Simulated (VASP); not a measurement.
# AlP (F-43m) in VASP: further runs

AlP is run at these levels: LDA; tasks: single point, relaxation of cell and atoms.

Program: VASP 6.6.1. These are calculated values, not measurements. Logs are shortened: lines on timing, memory, paths and dates and some standing lists are left out, and cuts for length are marked.

## (1) The cell of the first run

Symmetry: F-43m, No. 216, cubic system. The conventional cell has a = 5.435 Å, b = 5.435 Å, c = 5.435 Å, α = 90.00°, β = 90.00°, γ = 90.00°. Within 3.1 Å of Al (site symmetry -43m) lie 4 P at 2.35 Å. Within 3.1 Å of P (site symmetry -43m) lie 4 Al at 2.35 Å.

## (2) Single point, LDA

The input, INCAR:

```
SYSTEM = AlP
ALGO = Normal
EDIFF = 1E-6
ENCUT = 520
GGA = CA
ISIF = 2
ISMEAR = -1
LASPH = .True.
LCHARG = .False.
LREAL = .False.
LWAVE = .False.
NBANDS = 11
NELM = 100
PREC = Accurate
SIGMA = 0.02
```

The input, KPOINTS:

```
k-points
0
Gamma
  6 6 6
  0 0 0
```

The input, POSCAR:

```
AlP
1.0
    0.0000000000      2.7172767118      2.7172767118
    2.7172767118      0.0000000000      2.7172767118
    2.7172767118      2.7172767118      0.0000000000
Al P
1 1
Direct
    0.0000000000      0.0000000000      0.0000000000
    0.2500000000      0.2500000000      0.2500000000
```

Potentials or basis: VASP PAW LDA potentials, release 64 (Al, P).

Launch:

```
> cat potpaw_LDA.64/Al/POTCAR potpaw_LDA.64/P/POTCAR > POTCAR
> mpirun -np 1 vasp_std > vasp.out
```

OUTCAR:

```text
SYSTEM = AlP
   EDIFF = 1E-6
   ENCUT = 520
   GGA = CA
   ISIF = 2
   ISMEAR = -1
   LASPH = .True.
   LREAL = .False.
   NELM = 100
   PREC = Accurate

 ion  position               nearest neighbor table
   1  0.000  0.000  0.000-   2 2.35   2 2.35   2 2.35   2 2.35
   2  0.250  0.250  0.250-   1 2.35   1 2.35   1 2.35   1 2.35

  LATTYP: Found a face centered cubic cell.
 ALAT       =     5.4345534236

  Lattice vectors:

 A1 = (   0.0000000000,   2.7172767118,   2.7172767118)
 A2 = (   2.7172767118,   0.0000000000,   2.7172767118)
 A3 = (   2.7172767118,   2.7172767118,   0.0000000000)

Analysis of symmetry for initial positions (statically):
=====================================================================
 Subroutine PRICEL returns:
 Original cell was already a primitive cell.

 Routine SETGRP: Setting up the symmetry group for a
 face centered cubic supercell.

 Subroutine GETGRP returns: Found 24 space group operations
 (whereof 24 operations were pure point group operations)
 out of a pool of 48 trial point group operations.

The static configuration has the point symmetry T_d .

Analysis of symmetry for dynamics (positions and initial velocities):
=====================================================================
 Subroutine PRICEL returns:
 Original cell was already a primitive cell.

 Routine SETGRP: Setting up the symmetry group for a
 face centered cubic supercell.

 Subroutine GETGRP returns: Found 24 space group operations
 (whereof 24 operations were pure point group operations)
 out of a pool of 48 trial point group operations.

The dynamic configuration has the point symmetry T_d .

 Subroutine INISYM returns: Found 24 space group operations
 (whereof 24 operations are pure point group operations),
 and found     1 'primitive' translations

----------------------------------------------------------------------------------------

                                     Primitive cell

  volume of cell :      40.1265

  direct lattice vectors                    reciprocal lattice vectors
     0.000000000  2.717276712  2.717276712    -0.184007760  0.184007760  0.184007760
     2.717276712  0.000000000  2.717276712     0.184007760 -0.184007760  0.184007760
     2.717276712  2.717276712  0.000000000     0.184007760  0.184007760 -0.184007760

  length of vectors
     3.842809579  3.842809579  3.842809579     0.318710789  0.318710789  0.318710789

[... 77 lines left out ...]
   ISIF   =      2    stress and relaxation
   ISYM   =      2    0-nonsym 1-usesym 2-fastsym
   POTIM  = 0.5000    time-step for ionic-motion
   TEBEG  =    0.0;   TEEND  =   0.0 temperature during run
   PSTRESS=    0.0 pullay stress
   NELECT =       8.0000    total number of electrons
   NUPDOWN=      -1.0000    fix difference up-down
   EMIN   =  10.00;   EMAX   =-10.00  energy-range for DOS
   EFERMI =   0.00;   METHOD = LEGACY
   ISMEAR =    -1;   SIGMA  =   0.02  broadening in eV -4-tet -1-fermi 0-gaus
   EFERMI_NEDOS =   21; number of points for ismear=-14 and -15
   IALGO  =     38    algorithm
   IMIX   =      4    mixing-type and parameters
     AMIX     =   0.40;   BMIX     =  1.00
     AMIX_MAG =   1.60;   BMIX_MAG =  1.00
  volume/ion in A,a.u.               =      20.06       135.39
  Fermi-wavevector in a.u.,A,eV,Ry     =   0.956374  1.807284 12.444578  0.914651
  Thomas-Fermi vector in A             =   2.085296
   LORBIT       =      0    0 simple, 1 ext, 2 COOP (PROOUT), +10 PAW based schemes
   GGA     = CA    functional components
   LHFCALC =     F    Hartree Fock is set to
   AEXX    =    0.0000 exact exchange contribution
   IVDW    =     0    specifies the selected vdW correction
   LEPSILON=     F    determine dielectric tensor
   LRPA    =     F    only Hartree local field effects (RPA)
 non-spin polarized calculation
  energy-cutoff  :      520.00
  volume of cell :       40.13
 maximum number of plane-waves:      1106
 NGX is ok and might be reduce to    30
   NGX = 15   NGY = 15   NGZ = 15

 number of electron       7.9999999 magnetization

 Free energy of the ion-electron system (eV)
  ---------------------------------------------------
  ext. energy  EPLUGINS =         0.00000000
  ---------------------------------------------------
  free energy    TOTEN  =       -11.40367753 eV

  energy without entropy =      -11.40367753  energy(sigma->0) =      -11.40367753

 E-fermi :   5.0125     XC(G=0):  -9.5010

 val. band max:        4.5849945462   @ k =   0.0000   0.0000   0.0000
 cond. band min:       5.9953064604   @ k =   0.5000   0.5000   0.0000
 fundamental gap:      1.4103119143
 Fermi energy:         5.0125024544

 k-point     1 :       0.0000    0.0000    0.0000
  band No.  band energies     occupation
      1      -7.0021      2.00000
      2       4.5850      2.00000
      3       4.5850      2.00000
      4       4.5850      2.00000
      5       7.8216      0.00000
      6       9.0732      0.00000
      7       9.0732      0.00000
      8       9.0732      0.00000
      9      13.4106      0.00000
     10      13.4106      0.00000
     11      14.6630      0.00000
[... 197 lines left out ...]
 k-point    16 :      -0.3333    0.5000    0.1667
  band No.  band energies     occupation
      1      -4.5432      2.00000
      2      -0.5411      2.00000
      3       1.5918      2.00000
      4       1.8359      2.00000
      5       7.7816      0.00000
      6       8.7987      0.00000
      7      12.1729      0.00000
      8      12.5375      0.00000
      9      15.7605      0.00000
     10      16.5671      0.00000
     11      17.8029      0.00000

------------------------ aborting loop because EDIFF is reached ----------------------------------------

  FORCE on cell =-STRESS in cart. coord.  units (eV):
  Direction    XX          YY          ZZ          XY          YZ          ZX
  --------------------------------------------------------------------------------------
  -------------------------------------------------------------------------------------
  Total        0.0149818      0.0149818      0.0149818      0.0000000      0.0000000      0.0000000
  in kB        0.5981937      0.5981937      0.5981937      0.0000000      0.0000000      0.0000000
  external PRESSURE =       0.5981937 kB  Pullay stress =       0.0000000 kB

 VOLUME and BASIS-vectors are now :
 -----------------------------------------------------------------------------
  energy-cutoff  :      520.00
  volume of cell :       40.13
      direct lattice vectors                 reciprocal lattice vectors
     0.000000000  2.717276712  2.717276712    -0.184007760  0.184007760  0.184007760
     2.717276712  0.000000000  2.717276712     0.184007760 -0.184007760  0.184007760
     2.717276712  2.717276712  0.000000000     0.184007760  0.184007760 -0.184007760

 POSITION                                       TOTAL-FORCE (eV/Angst)
 -----------------------------------------------------------------------------------
      0.00000      0.00000      0.00000        -0.000000      0.000000      0.000000
      1.35864      1.35864      1.35864         0.000000     -0.000000     -0.000000
 -----------------------------------------------------------------------------------
    total drift:                               -0.000000     -0.000000     -0.000000

  FREE ENERGIE OF THE ION-ELECTRON SYSTEM (eV)
  ---------------------------------------------------
  free  energy   TOTEN  =       -11.4036775260 eV

  energy  without entropy=      -11.4036775260  energy(sigma->0) =      -11.40367753
```

OSZICAR:

```text
N       E                     dE             d eps       ncg     rms          rms(c)
DAV:   1     0.114468759776E+02    0.11447E+02   -0.31675E+03   352   0.556E+02
DAV:   2    -0.108953500715E+02   -0.22342E+02   -0.21058E+02   424   0.934E+01
DAV:   3    -0.118374313769E+02   -0.94208E+00   -0.94031E+00   441   0.184E+01
DAV:   4    -0.118448597908E+02   -0.74284E-02   -0.74276E-02   429   0.201E+00
DAV:   5    -0.118449513878E+02   -0.91597E-04   -0.91596E-04   457   0.215E-01    0.470E+00
DAV:   6    -0.114755492738E+02    0.36940E+00   -0.69901E-01   397   0.307E+00    0.293E+00
DAV:   7    -0.114088907279E+02    0.66659E-01   -0.22969E-01   431   0.189E+00    0.145E+00
DAV:   8    -0.114038276351E+02    0.50631E-02   -0.17509E-02   417   0.615E-01    0.183E-01
DAV:   9    -0.114036624804E+02    0.16515E-03   -0.11977E-03   428   0.175E-01    0.575E-02
DAV:  10    -0.114036748793E+02   -0.12399E-04   -0.41724E-05   412   0.337E-02    0.200E-02
DAV:  11    -0.114036778204E+02   -0.29411E-05   -0.63702E-06   412   0.135E-02    0.145E-02
DAV:  12    -0.114036775260E+02    0.29440E-06   -0.12245E-06   248   0.470E-03
   1 F= -.11403678E+02 E0= -.11403678E+02  d E =-.647578E-11
```

Run time: 4.4 s. Hardware: 1 thread of Intel Xeon Platinum 8559C (Emerald Rapids), shared host; peak memory 0.13 GiB.

What came out:

| Item | Value |
| --- | --- |
| Free energy | -11.4037 eV |
| Pressure | 0.1 GPa |
| Band gap on the k mesh | 1.41 eV, indirect (least direct gap 3.24 eV) |

A k mesh can miss the band edges. LDA gaps usually lie below the measured ones, often by a third to a half.

## (3) Single point, LDA

This run uses another cell than the first one, of 19.86 Å³/atom, 0.990 times its volume.

The input, INCAR:

```
SYSTEM = AlP
  ALGO = Normal
  EDIFF = 1E-6
  ENCUT = 520
  ISIF = 2
  ISMEAR = -1
  LASPH = .TRUE.
  LCHARG = .FALSE.
  LREAL = .FALSE.
  LWAVE = .FALSE.
  NBANDS = 11
  NELM = 80
  PREC = Accurate
  SIGMA = 0.02
```

The input, KPOINTS:

```
k-points
0
G
  6 6 6
  0 0 0
```

The input, POSCAR:

```
AlP
1.0
    0.0000000000      2.7081887619      2.7081887619
    2.7081887619      0.0000000000      2.7081887619
    2.7081887619      2.7081887619      0.0000000000
Al P
1 1
Direct
    0.0000000000      0.0000000000      0.0000000000
    0.2500000000      0.2500000000      0.2500000000
```

Potentials or basis: VASP PAW LDA potentials, release 64 (Al, P).

Launch:

```
> cat potpaw_LDA.64/Al/POTCAR potpaw_LDA.64/P/POTCAR > POTCAR
> mpirun -np 1 vasp_std > vasp.out
```

Run time: 4.1 s. Hardware: 1 thread of Intel Xeon Platinum 8559C (Emerald Rapids), shared host; peak memory 0.13 GiB.

It converged, with:

| Quantity | Value |
| --- | --- |
| Free energy | -11.4023 eV |
| Pressure | 1.0 GPa |
| Band gap on the k mesh | 1.39 eV, indirect (least direct gap 3.32 eV) |

Levels at points of the mesh, in eV from the valence-band top:
| k point | band 1 | band 2 | band 3 | band 4 | band 5 | band 6 | band 7 | band 8 |
| --- | --- | --- | --- | --- | --- | --- | --- | --- |
| (0.00, 0.00, 0.00) | -11.65 | 0.00 | 0.00 | 0.00 | 3.32 | 4.50 | 4.50 | 4.50 |
| (0.50, 0.00, 0.00) | -9.89 | -5.69 | -0.78 | -0.78 | 2.75 | 4.73 | 4.73 | 8.13 |
| (0.50, 0.50, 0.00) | -9.19 | -5.44 | -2.17 | -2.17 | 1.39 | 2.32 | 11.09 | 11.09 |

## (4) Single point, LDA

This run uses another cell than the first one, of 20.26 Å³/atom, 1.010 times its volume.

The input, INCAR:

```
ALGO     = Normal         # electronic algorithm
EDIFF    = 1E-6           # SCF threshold, eV
ENCUT    = 520            # plane-wave cutoff, eV
ISIF     = 2              # what is computed and relaxed
ISMEAR   = -1             # smearing method
LASPH    = T              # aspherical terms in the spheres
LCHARG   = F              # write CHGCAR
LREAL    = F              # projectors in reciprocal space
LWAVE    = F              # write WAVECAR
NBANDS   = 11             # bands
NELM     = 80             # most SCF steps
PREC     = Accurate       # precision mode
SIGMA    = 0.02           # smearing width, eV
```

The input, KPOINTS:

```
k-points
0
Gamma
  6 6 6
```

The input, POSCAR:

```
AlP
1.0
    0.0000000000      2.7263042755      2.7263042755
    2.7263042755      0.0000000000      2.7263042755
    2.7263042755      2.7263042755      0.0000000000
Al P
1 1
Direct
    0.0000000000      0.0000000000      0.0000000000
    0.2500000000      0.2500000000      0.2500000000
```

Launch:

```
> cat potpaw_LDA.64/Al/POTCAR potpaw_LDA.64/P/POTCAR > POTCAR
> mpirun -np 1 vasp_std > vasp.out
```

Wall time 5.5 s (1 thread of Intel Xeon Platinum 8559C (Emerald Rapids), shared host); peak memory 0.14 GiB.

It converged, with:

| Item | Value |
| --- | --- |
| Free energy | -11.4028 eV |
| Pressure | -0.8 GPa |
| Band gap on the k mesh | 1.43 eV, indirect (least direct gap 3.15 eV) |

Levels at points of the mesh, in eV from the valence-band top:
```csv
k point,band 1,band 2,band 3,band 4,band 5,band 6,band 7,band 8,band 9
"(0.00, 0.00, 0.00)",-11.53,0.00,0.00,0.00,3.15,4.47,4.47,4.47,8.81
"(0.50, 0.00, 0.00)",-9.82,-5.60,-0.77,-0.77,2.68,4.73,4.73,8.08,11.52
"(0.50, 0.50, 0.00)",-9.15,-5.37,-2.13,-2.13,1.43,2.33,10.92,10.92,11.87
```

## (5) Relaxation of cell and atoms, LDA

The input, INCAR:

```
SYSTEM = AlP
ALGO = Normal
EDIFF = 1E-7
EDIFFG = -0.03
ENCUT = 600
IBRION = 2
ISIF = 3
ISMEAR = -1
LASPH = .True.
LCHARG = .False.
LREAL = .False.
LWAVE = .False.
NELM = 80
NSW = 80
PREC = Accurate
SIGMA = 0.02
```

The input, KPOINTS:

```
k-points
0
Gamma
  6 6 6
  0 0 0
```

The input, POSCAR:

```
AlP
1.0
    0.0000000000      2.7172767118      2.7172767118
    2.7172767118      0.0000000000      2.7172767118
    2.7172767118      2.7172767118      0.0000000000
Al P
1 1
Direct
    0.0000000000      0.0000000000      0.0000000000
    0.2500000000      0.2500000000      0.2500000000
```

Launch:

```
> cat potpaw_LDA.64/Al/POTCAR potpaw_LDA.64/P/POTCAR > POTCAR
> mpirun -np 1 vasp_std > vasp.out
```

Wall time 4.4 s (1 thread of Intel Xeon Platinum 8559C (Emerald Rapids), shared host); peak memory 0.14 GiB.

The run converged. Its results:

* Free energy: -11.4039 eV
* Pressure after relaxing: 0.1 GPa
* Band gap on the k mesh: 1.41 eV, indirect (least direct gap 3.24 eV)

Final structure:
```
CELL_PARAMETERS angstrom
0.00000 2.71728 2.71728
2.71728 0.00000 2.71728
2.71728 2.71728 0.00000
ATOMIC_POSITIONS crystal
Al 0.00000 0.00000 0.00000
P 0.25000 0.25000 0.25000
```

Levels at points of the mesh, in eV from the valence-band top:
| k point | band 2 | band 3 | band 4 | band 5 | band 6 | band 7 |
| --- | --- | --- | --- | --- | --- | --- |
| (0.00, 0.00, 0.00) | 0.00 | 0.00 | 0.00 | 3.24 | 4.49 | 4.49 |
| (0.50, 0.00, 0.00) | -5.65 | -0.78 | -0.78 | 2.72 | 4.73 | 4.73 |
| (0.50, 0.50, 0.00) | -5.40 | -2.15 | -2.15 | 1.41 | 2.32 | 11.00 |

Caveat: the relaxation stopped at its first step, so nothing moved. A k mesh can miss the band edges.

## (6) Overview

```csv
task,cell,cutoff (eV),gap on the mesh (eV),pressure (GPa)
single point,"a = 3.843 Å, angles 60.0°, 2 atoms",520,1.41,0.1
single point,"a = 3.830 Å, angles 60.0°, 2 atoms",520,1.39,1.0
single point,"a = 3.856 Å, angles 60.0°, 2 atoms",520,1.43,-0.8
relaxation of cell and atoms,"relaxed from a = 3.843 Å, angles 60.0°, 2 atoms",600,1.41,0.1
```

Alike in all rows: level LDA; potentials or basis VASP PAW LDA potentials, release 64 (Al, P); no spin polarisation; k mesh 6 × 6 × 6; smearing fermi-dirac 0.02 eV.

Caveats: the relaxation stopped at its first step, so nothing moved (some runs).

Absolute energies hang on the potentials; compare differences alone.
